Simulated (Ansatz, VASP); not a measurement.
Yb in VASP and in Ansatz

File INCAR:

```
SYSTEM = Yb
  PREC = Accurate
  ENCUT = 520
  EDIFF = 1E-6
  ISMEAR = -1
  SIGMA = 0.05
  LREAL = .FALSE.
  LASPH = .TRUE.
  NELM = 80
  ALGO = Normal
  ISIF = 2
  LWAVE = .FALSE.
  LCHARG = .TRUE.
  GGA = RE
  LELF = .TRUE.
  LVHAR = .TRUE.
  NBANDS = 18
```

KPOINTS

```
regular mesh
0
G
  12 12 12
  0 0 0
```

The input POSCAR:

```
Yb
1.0
   -2.1079364751      2.1079364751      2.1079364751
    2.1079364751     -2.1079364751      2.1079364751
    2.1079364751      2.1079364751     -2.1079364751
Yb
1
Direct
    0.0000000000      0.0000000000      0.0000000000
```

Input for Ansatz:

```yaml
crystal:
  lattice:
    - [-2.1079364751, 2.1079364751, 2.1079364751]
    - [2.1079364751, -2.1079364751, 2.1079364751]
    - [2.1079364751, 2.1079364751, -2.1079364751]
  atoms:
    - { symbol: Yb, position: [0.0, 0.0, 0.0] }
kpoints:
  mp_grid: { grid: [12, 12, 12] }
scf:
  occupations: { method: fermi_dirac, width: 0.05 }
  convergence: { dr2_threshold: 1.0e-08 }
hamiltonian:
  xc: revpbe
  pseudopotentials: { kind: all_electron, lapw: { basis_error: 0.001 } }
output:
  forces: true
  stress: true
  eigenvalues: true
```

Alike in both runs: task single point; functional revPBE; k mesh 12 × 12 × 12; occupations fermi-dirac, width 0.05 eV; no spin polarisation.

|  | VASP | Ansatz |
| --- | --- | --- |
| version | VASP 6.6.1 | Ansatz 0.2.0 |
| potentials or method | VASP PAW PBE potentials, release 64 (Yb), cutoff 520 eV | all-electron LAPW, scalar-relativistic |

```tsv
	VASP	Ansatz	Ansatz less VASP
gap on the k mesh at the Fermi level (eV)	none	none	-
pressure (GPa)	-0.5	-0.3	+0.17
```

VASP's potentials were made for PBE, not for revPBE. A gap of «none» marks a metal or a gap that the smearing closes. Ansatz ran all-electron here, and VASP with PAW potentials.

Neither program's run includes spin-orbit coupling.
